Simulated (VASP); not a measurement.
# CsSnI3 (Pm-3m) in VASP: a series of runs

Aim: see how the results for CsSnI3 move with the level of theory and the settings. Levels: LDA, PBEsol. Tasks: single point.

Everything below comes from runs of VASP 6.6.1. Logs are shortened: lines on timing, memory, paths and dates and some standing lists are left out, and cuts for length are marked.

## Step 1: The cell of the first run

It takes space group Pm-3m (No. 221, cubic). Conventional cell: a = 6.206 Å, b = 6.206 Å, c = 6.206 Å, α = 90.00°, β = 90.00°, γ = 90.00°. Within 5.8 Å of Cs (site symmetry m-3m) lie 12 I at 4.39 Å and 8 Sn at 5.37 Å. I (site symmetry 4/mmm) has 2 Sn at 3.10 Å within 4.1 Å. Within 4.1 Å of Sn (site symmetry m-3m) lie 6 I at 3.10 Å.

## Step 2: Single point, LDA

The input, INCAR:

```
ALGO = Normal ; EDIFF = 1E-6
ENCUT = 520 ; GGA = CA
ISIF = 2 ; ISMEAR = 0
LASPH = T ; LCHARG = F
LREAL = F ; LWAVE = F
NBANDS = 30 ; NELM = 80
PREC = Accurate ; SIGMA = 0.01
```

The input, KPOINTS:

```
k-points
0
Gamma
  4 4 4
```

The input, POSCAR:

```
CsSnI3
1.0
    6.2057000000      0.0000000000      0.0000000000
    0.0000000000      6.2057000000      0.0000000000
    0.0000000000      0.0000000000      6.2057000000
Cs I Sn
1 3 1
Direct
    0.0000000000      0.0000000000      0.0000000000
    0.5000000000      0.5000000000      0.0000000000
    0.5000000000      0.0000000000      0.5000000000
    0.0000000000      0.5000000000      0.5000000000
    0.5000000000      0.5000000000      0.5000000000
```

Potentials or basis: VASP PAW LDA potentials, release 64 (Cs_sv, I, Sn_d).

Command:

```
$ cat potpaw_LDA.64/Cs_sv/POTCAR potpaw_LDA.64/I/POTCAR potpaw_LDA.64/Sn_d/POTCAR > POTCAR
$ mpirun -np 1 vasp_std > vasp.out
```

OUTCAR:

```text
EDIFF = 1E-6
   ENCUT = 520
   GGA = CA
   ISIF = 2
   ISMEAR = 0
   LASPH = T
   LREAL = F
   NELM = 80
   PREC = Accurate

 ion  position               nearest neighbor table
   1  0.000  0.000  0.000-
   2  0.500  0.500  0.000-   5 3.10   5 3.10
   3  0.500  0.000  0.500-   5 3.10   5 3.10
   4  0.000  0.500  0.500-   5 3.10   5 3.10
   5  0.500  0.500  0.500-   2 3.10   3 3.10   4 3.10   2 3.10   3 3.10   4 3.10

  LATTYP: Found a simple cubic cell.
 ALAT       =     6.2057000000

  Lattice vectors:

 A1 = (   6.2057000000,   0.0000000000,   0.0000000000)
 A2 = (   0.0000000000,   6.2057000000,   0.0000000000)
 A3 = (   0.0000000000,   0.0000000000,   6.2057000000)

Analysis of symmetry for initial positions (statically):
=====================================================================
 Subroutine PRICEL returns:
 Original cell was already a primitive cell.

 Routine SETGRP: Setting up the symmetry group for a
 simple cubic supercell.

 Subroutine GETGRP returns: Found 48 space group operations
 (whereof 48 operations were pure point group operations)
 out of a pool of 48 trial point group operations.

The static configuration has the point symmetry O_h .

Analysis of symmetry for dynamics (positions and initial velocities):
=====================================================================
 Subroutine PRICEL returns:
 Original cell was already a primitive cell.

 Routine SETGRP: Setting up the symmetry group for a
 simple cubic supercell.

 Subroutine GETGRP returns: Found 48 space group operations
 (whereof 48 operations were pure point group operations)
 out of a pool of 48 trial point group operations.

The dynamic configuration has the point symmetry O_h .

 Subroutine INISYM returns: Found 48 space group operations
 (whereof 48 operations are pure point group operations),
 and found     1 'primitive' translations

----------------------------------------------------------------------------------------

                                     Primitive cell

  volume of cell :     238.9859

  direct lattice vectors                    reciprocal lattice vectors
     6.205700000  0.000000000  0.000000000     0.161142176  0.000000000  0.000000000
     0.000000000  6.205700000  0.000000000     0.000000000  0.161142176  0.000000000
     0.000000000  0.000000000  6.205700000     0.000000000  0.000000000  0.161142176

  length of vectors
     6.205700000  6.205700000  6.205700000     0.161142176  0.161142176  0.161142176

  position of ions in fractional coordinates (direct lattice)
     0.000000000  0.000000000  0.000000000
     0.500000000  0.500000000  0.000000000
     0.500000000  0.000000000  0.500000000
     0.000000000  0.500000000  0.500000000
     0.500000000  0.500000000  0.500000000

  ion indices of the primitive-cell ions
   primitive index   ion index
                 1           1
                 2           2
                 3           3
                 4           4
                 5           5

----------------------------------------------------------------------------------------

 KPOINTS: k-points

Automatic generation of k-mesh.
 Grid dimensions read from file:
 generate k-points for:    4    4    4

 Generating k-lattice:

  Cartesian coordinates                     Fractional coordinates (reciprocal lattice)
     0.040285544  0.000000000  0.000000000     0.250000000  0.000000000  0.000000000
     0.000000000  0.040285544  0.000000000     0.000000000  0.250000000  0.000000000
     0.000000000  0.000000000  0.040285544     0.000000000  0.000000000  0.250000000

  Length of vectors
     0.040285544  0.040285544  0.040285544

  Shift w.r.t. Gamma in fractional coordinates (k-lattice)
     0.000000000  0.000000000  0.000000000

 Subroutine IBZKPT returns following result:
 ===========================================

 Found     10 irreducible k-points:

 Following reciprocal coordinates:
            Coordinates               Weight
  0.000000  0.000000  0.000000      1.000000
  0.250000  0.000000  0.000000      6.000000
  0.500000  0.000000  0.000000      3.000000
  0.250000  0.250000  0.000000     12.000000
  0.500000  0.250000  0.000000     12.000000
  0.500000  0.500000  0.000000      3.000000
  0.250000  0.250000  0.250000      8.000000
  0.500000  0.250000  0.250000     12.000000
  0.500000  0.500000  0.250000      6.000000
  0.500000  0.500000  0.500000      1.000000
   k-points           NKPTS =     10   k-points in BZ     NKDIM =     10   number of bands    NBANDS=     30
   number of dos      NEDOS =    301   number of ions     NIONS =      5
   total plane-waves  NPLWV = 110592
   dimension x,y,z NGX =    48 NGY =   48 NGZ =   48
   dimension x,y,z NGXF=    96 NGYF=   96 NGZF=   96
   ions per type =               1   3   1
   NGX,Y,Z   is equivalent  to a cutoff of  12.86, 12.86, 12.86 a.u.
   NGXF,Y,Z  is equivalent  to a cutoff of  25.72, 25.72, 25.72 a.u.
 SYSTEM =  unknown system
   PREC   = accura    normal or accurate (medium, high low for compatibility)
   ISTART =      0    job   : 0-new  1-cont  2-samecut
   ICHARG =      2    charge: 1-file 2-atom 10-const
   ISPIN  =      1    spin polarized calculation?
   LNONCOLLINEAR =      F non collinear calculations
   LSORBIT =      F    spin-orbit coupling
   LASPH  =      T    aspherical Exc in radial PAW
   ENCUT  =  520.0 eV  38.22 Ry    6.18 a.u.  11.54 11.54 11.54*2*pi/ulx,y,z
   NELM   =     80;   NELMIN=  2; NELMDL= -5     # of ELM steps
   EDIFF  = 0.1E-05   stopping-criterion for ELM
   LREAL  =      F    real-space projection
   EDIFFG = 0.1E-04   stopping-criterion for IOM
   NSW    =      0    number of steps for IOM
   IBRION =     -1    ionic relax: 0-MD 1-quasi-New 2-CG
   NFREE  =      0    steps in history (QN), initial steepest desc. (CG)
   ISIF   =      2    stress and relaxation
   ISYM   =      2    0-nonsym 1-usesym 2-fastsym
   POTIM  = 0.5000    time-step for ionic-motion
   TEBEG  =    0.0;   TEEND  =   0.0 temperature during run
   PSTRESS=    0.0 pullay stress
   NELECT =      44.0000    total number of electrons
   NUPDOWN=      -1.0000    fix difference up-down
   EMIN   =  10.00;   EMAX   =-10.00  energy-range for DOS
   EFERMI =   0.00;   METHOD = LEGACY
   ISMEAR =     0;   SIGMA  =   0.01  broadening in eV -4-tet -1-fermi 0-gaus
   EFERMI_NEDOS =   21; number of points for ismear=-14 and -15
   IALGO  =     38    algorithm
   IMIX   =      4    mixing-type and parameters
     AMIX     =   0.40;   BMIX     =  1.00
     AMIX_MAG =   1.60;   BMIX_MAG =  1.00
  volume/ion in A,a.u.               =      47.80       322.55
  Fermi-wavevector in a.u.,A,eV,Ry     =   0.931326  1.759950 11.801253  0.867368
  Thomas-Fermi vector in A             =   2.057807
   LORBIT       =      0    0 simple, 1 ext, 2 COOP (PROOUT), +10 PAW based schemes
   GGA     = CA    functional components
   LHFCALC =     F    Hartree Fock is set to
   AEXX    =    0.0000 exact exchange contribution
   IVDW    =     0    specifies the selected vdW correction
   LEPSILON=     F    determine dielectric tensor
   LRPA    =     F    only Hartree local field effects (RPA)
 non-spin polarized calculation
 Gauss-broadening in eV      SIGMA  =   0.01
  energy-cutoff  :      520.00
  volume of cell :      238.99
 maximum number of plane-waves:      6488
 NGX is ok and might be reduce to    48
   NGX = 23   NGY = 23   NGZ = 23

 number of electron      43.9999983 magnetization

 Free energy of the ion-electron system (eV)
  ---------------------------------------------------
  ext. energy  EPLUGINS =         0.00000000
  ---------------------------------------------------
  free energy    TOTEN  =       -15.93629144 eV

  energy without entropy =      -15.93629144  energy(sigma->0) =      -15.93629144

 E-fermi :   2.7356     XC(G=0):  -7.8825

 val. band max:        2.6265731150   @ k =   0.5000   0.5000   0.5000
 cond. band min:       2.8877292256   @ k =   0.5000   0.5000   0.5000
 fundamental gap:      0.2611561106
 Fermi energy:         2.7355663832

 k-point     1 :       0.0000    0.0000    0.0000
  band No.  band energies     occupation
      1     -19.5377      2.00000
      2     -19.3696      2.00000
      3     -19.3696      2.00000
      4     -19.3451      2.00000
      5     -19.3451      2.00000
      6     -19.3451      2.00000
[... 22 lines left out ...]
     29       7.2596      0.00000
     30       7.2596      0.00000

 k-point     2 :       0.2500    0.0000    0.0000
  band No.  band energies     occupation
      1     -19.5375      2.00000
      2     -19.3696      2.00000
      3     -19.3688      2.00000
      4     -19.3452      2.00000
      5     -19.3452      2.00000
      6     -19.3451      2.00000
[... 22 lines left out ...]
     29       6.4862      0.00000
     30       7.1704      0.00000

 k-point     3 :       0.5000    0.0000    0.0000
  band No.  band energies     occupation
      1     -19.5372      2.00000
      2     -19.3695      2.00000
      3     -19.3679      2.00000
      4     -19.3453      2.00000
      5     -19.3453      2.00000
      6     -19.3451      2.00000
[... 22 lines left out ...]
     29       6.9059      0.00000
     30       6.9059      0.00000

 k-point     4 :       0.2500    0.2500    0.0000
  band No.  band energies     occupation
      1     -19.5373      2.00000
      2     -19.3691      2.00000
      3     -19.3683      2.00000
      4     -19.3453      2.00000
      5     -19.3452      2.00000
      6     -19.3452      2.00000
[... 154 lines left out ...]
     29       7.1034      0.00000
     30       7.1299      0.00000

 k-point     9 :       0.5000    0.5000    0.2500
  band No.  band energies     occupation
      1     -19.5367      2.00000
      2     -19.3679      2.00000
      3     -19.3671      2.00000
      4     -19.3454      2.00000
      5     -19.3453      2.00000
      6     -19.3453      2.00000
[... 22 lines left out ...]
     29       6.8008      0.00000
     30       7.4053      0.00000

 k-point    10 :       0.5000    0.5000    0.5000
  band No.  band energies     occupation
      1     -19.5365      2.00000
      2     -19.3671      2.00000
      3     -19.3671      2.00000
      4     -19.3454      2.00000
      5     -19.3454      2.00000
      6     -19.3454      2.00000
[... 22 lines left out ...]
     29       6.5101      0.00000
     30       7.7496      0.00000

------------------------ aborting loop because EDIFF is reached ----------------------------------------

  FORCE on cell =-STRESS in cart. coord.  units (eV):
  Direction    XX          YY          ZZ          XY          YZ          ZX
  --------------------------------------------------------------------------------------
  -------------------------------------------------------------------------------------
  Total       -1.9088076     -1.9088076     -1.9088076      0.0000000      0.0000000     -0.0000000
  in kB      -12.7967710    -12.7967710    -12.7967710      0.0000000      0.0000000     -0.0000000
  external PRESSURE =     -12.7967710 kB  Pullay stress =       0.0000000 kB

 VOLUME and BASIS-vectors are now :
 -----------------------------------------------------------------------------
  energy-cutoff  :      520.00
  volume of cell :      238.99
      direct lattice vectors                 reciprocal lattice vectors
     6.205700000  0.000000000  0.000000000     0.161142176  0.000000000  0.000000000
     0.000000000  6.205700000  0.000000000     0.000000000  0.161142176  0.000000000
     0.000000000  0.000000000  6.205700000     0.000000000  0.000000000  0.161142176

 POSITION                                       TOTAL-FORCE (eV/Angst)
 -----------------------------------------------------------------------------------
      0.00000      0.00000      0.00000         0.000000      0.000000      0.000000
      3.10285      3.10285      0.00000         0.000000      0.000000      0.000000
      3.10285      0.00000      3.10285         0.000000      0.000000      0.000000
      0.00000      3.10285      3.10285         0.000000      0.000000      0.000000
      3.10285      3.10285      3.10285         0.000000      0.000000      0.000000
 -----------------------------------------------------------------------------------
    total drift:                                0.000000     -0.000000     -0.000000

  FREE ENERGIE OF THE ION-ELECTRON SYSTEM (eV)
  ---------------------------------------------------
  free  energy   TOTEN  =       -15.9362914385 eV

  energy  without entropy=      -15.9362914385  energy(sigma->0) =      -15.93629144
```

Wall time 86 s (1 thread of Oxide Virtual Turin-like, shared host); peak memory 0.26 GiB.

What came out:

| Item | Value |
| --- | --- |
| Free energy | -15.9363 eV |
| Pressure | -1.3 GPa |
| Band gap on the k mesh | 0.26 eV |

Caveat: semilocal functionals underestimate gaps, and a narrow one can read as zero; spin-orbit coupling is left out, which moves the levels of the heavy elements.

## Step 3: Single point, PBEsol

The input, INCAR:

```
PREC     = Accurate       # precision mode
ENCUT    = 520            # plane-wave cutoff, eV
EDIFF    = 1E-6           # SCF threshold, eV
ISMEAR   = 0              # smearing method
SIGMA    = 0.01           # smearing width, eV
LREAL    = False          # projectors in reciprocal space
LASPH    = True           # aspherical terms in the spheres
NELM     = 80             # most SCF steps
ALGO     = Normal         # electronic algorithm
ISIF     = 2              # what is computed and relaxed
LWAVE    = False          # write WAVECAR
LCHARG   = True           # write CHGCAR
GGA      = PS             # functional
LELF     = True           # ELF
LVHAR    = True         
NBANDS   = 30             # bands
```

The input, KPOINTS:

```
regular mesh
0
Gamma
  4 4 4
```

POSCAR is that of step 2.

Potentials or basis: VASP PAW PBE potentials, release 64 (Cs_sv, I, Sn_d).

Command:

```
$ cat potpaw_PBE.64/Cs_sv/POTCAR potpaw_PBE.64/I/POTCAR potpaw_PBE.64/Sn_d/POTCAR > POTCAR
$ mpirun -np 1 vasp_std > vasp.out
```

Run time: 78 s. Hardware: 1 thread of Oxide Virtual Turin-like, shared host; peak memory 0.32 GiB.

Results (log left out):

* Free energy: -14.9988 eV
* Pressure: -0.4 GPa
* Band gap on the k mesh: 0.25 eV

Levels at points of the mesh, in eV from the valence-band top:
```csv
k point,band 19,band 20,band 21,band 22,band 23,band 24,band 25,band 26
"(0.00, 0.00, 0.00)",-2.33,-2.17,-2.17,-2.17,2.07,3.03,3.03,3.36
"(0.50, 0.00, 0.00)",-2.50,-2.30,-2.30,-1.57,1.04,3.65,3.80,4.15
"(0.50, 0.50, 0.00)",-2.65,-2.53,-1.74,-0.78,0.71,0.71,3.93,4.14
"(0.50, 0.50, 0.50)",-1.72,-1.72,-1.72,0.00,0.25,0.25,0.25,2.90
```

Caveat: semilocal functionals underestimate gaps, and a narrow one can read as zero; the PAW data sets were made with another functional, which shifts forces and pressure a little; spin-orbit coupling is left out, which moves the levels of the heavy elements. A k mesh can miss the band edges.
